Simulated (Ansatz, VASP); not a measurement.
# C in VASP and in Ansatz

```
C
1.0
     2.63918    0.00000    0.00000
    -1.31959    2.13607    0.00000
     0.00000    0.00000    8.56531
C
4
Cartesian
  -0.1523 0.0000 0.0214
  0.1523 0.0000 4.3041
  -0.1523 1.4240 0.0214
  1.4719 0.7120 4.3041
```

Change from the starting cell: mode 4 frozen in at -0.142 Å, normal strain along x +0.0700.

Alike in both runs: task single point; functional PBE; k mesh 18 × 18 × 6; occupations gaussian, width 0.15 eV; no spin polarisation.

|  | VASP | Ansatz |
| --- | --- | --- |
| version | VASP 6.6.1 | Ansatz 0.2.0 |
| potentials or method | VASP PAW PBE potentials, release 64 (C), cutoff 520 eV | scalar-relativistic, plane waves, PAW |
| valence electrons in the cell | 16 | 16 |

Ansatz gave:

- gap on the k mesh at the Fermi level (eV): 0.69
- least direct gap on the mesh (eV): 0.69
- pressure (GPa): -18.0
- traceless stress, the component that is largest in VASP (GPa): -28.82
- rms of the force components (eV/Å): 0.189

Question: What did VASP give for the same quantities?

Answer: gap on the k mesh at the Fermi level (eV): 0.69; least direct gap on the mesh (eV): 0.69; pressure (GPa): -17.7; traceless stress, the component that is largest in VASP (GPa): -28.73; rms of the force components (eV/Å): 0.199.

Atom by atom the forces differ by 0.010 eV/Å (rms over components).
